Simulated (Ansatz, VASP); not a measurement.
Ti: VASP beside Ansatz

```
CELL_PARAMETERS angstrom
2.95000 -0.04425 -0.04425
-1.51332 2.57690 -0.01620
-0.07029 -0.07029 4.68600
ATOMIC_POSITIONS crystal
Ti 0.33333 0.66667 0.25000
Ti 0.66667 0.33333 0.75000
```

Change from the starting cell: equal xy, yz and zx shear strains of -3 %, crystal datasets.

Alike in both runs: task electric field gradients; functional PBE; k mesh 13 × 13 × 7; occupations fermi-dirac, width 0.08 eV; no spin polarisation.

|  | VASP | Ansatz |
| --- | --- | --- |
| version | VASP 6.6.1 | Ansatz 0.2.0 |
| potentials or method | VASP PAW PBE potentials, release 64 (Ti_sv), cutoff 520 eV | all-electron PAW with datasets made for the crystal, scalar-relativistic |

VASP gave:

| Property | Result |
| --- | --- |
| pressure (GPa) | -1.7 |
| traceless stress, the component that is largest in VASP (GPa) | 1.91 |
| rms of the force components (eV/Å) | 0.048 |
| size of Vzz on the site where it differs most (V/Å²) | 16.9 |

Q: What did Ansatz give for the same quantities?

A: Pressure (GPa): -1.5; traceless stress, the component that is largest in VASP (GPa): 1.93; rms of the force components (eV/Å): 0.049; size of Vzz on the site where it differs most (V/Å²): 18.2.

Atom by atom the forces differ by 0.001 eV/Å (rms over components). Ansatz ran all-electron here, and VASP with PAW potentials.
